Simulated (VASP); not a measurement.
## NiO2: single point with PBEsol

Crystal: NiO2.

```
CELL_PARAMETERS angstrom
2.78348 0.00000 0.00000
-1.39174 2.41056 0.00000
0.00000 0.00000 4.73611
ATOMIC_POSITIONS crystal
Ni 0.00000 0.00000 0.50000
O 0.66667 0.33333 0.69704
O 0.33333 0.66667 0.30296
```

This cell differs from its parent crystal: volume scaled by 0.97, then relaxed in part.

| Quantity | Value |
| --- | --- |
| Program | VASP 6.6.1 |
| Task | single point |
| Functional | PBEsol |
| Potentials or basis | VASP PAW PBE potentials, release 64 (Ni, O) |
| Cutoff | 520 eV |
| k mesh | 12 × 12 × 6 |
| Occupations | gaussian, width 0.02 eV |
| Spin | no spin polarisation |

```
Pressure               : 0.9 GPa
Largest force          : 0.066 eV/Å
Band gap on the k mesh : 0.97 eV, indirect (least direct gap 1.21 eV)
```

Forces on the atoms (eV/Å):
```
Ni   0.000  0.000  0.000
O    0.000  0.000  0.066
O    0.000  0.000 -0.066
```

Stress tensor (GPa, compression positive):
```
1.09 0.00 0.00
0.00 1.09 0.00
0.00 0.00 0.55
```

Levels at points of the mesh, in eV from the valence-band top:
| k point | band 8 | band 9 | band 10 | band 11 | band 12 | band 13 | band 14 | band 15 |
| --- | --- | --- | --- | --- | --- | --- | --- | --- |
| (0.00, 0.00, 0.00) | -1.09 | -1.09 | -0.88 | -0.37 | 2.27 | 2.27 | 7.68 | 11.09 |
| (0.50, 0.00, 0.00) | -2.11 | -1.80 | -1.70 | -1.04 | 1.60 | 2.20 | 12.51 | 13.42 |
| (0.00, 0.00, 0.50) | -1.97 | -1.11 | -1.11 | -0.09 | 2.29 | 2.29 | 9.75 | 9.89 |
| (0.50, 0.00, 0.50) | -1.80 | -1.72 | -1.63 | -1.11 | 1.60 | 2.14 | 11.79 | 12.93 |

It took 81 s on 1 thread of Intel Xeon 8259CL, on a shared host, peak memory 0.19 GiB.

Caveat: the PAW data sets were made with another functional, which shifts forces and pressure a little. Spin polarisation is off, so any magnetic state and its effect on volume and gap are missing.
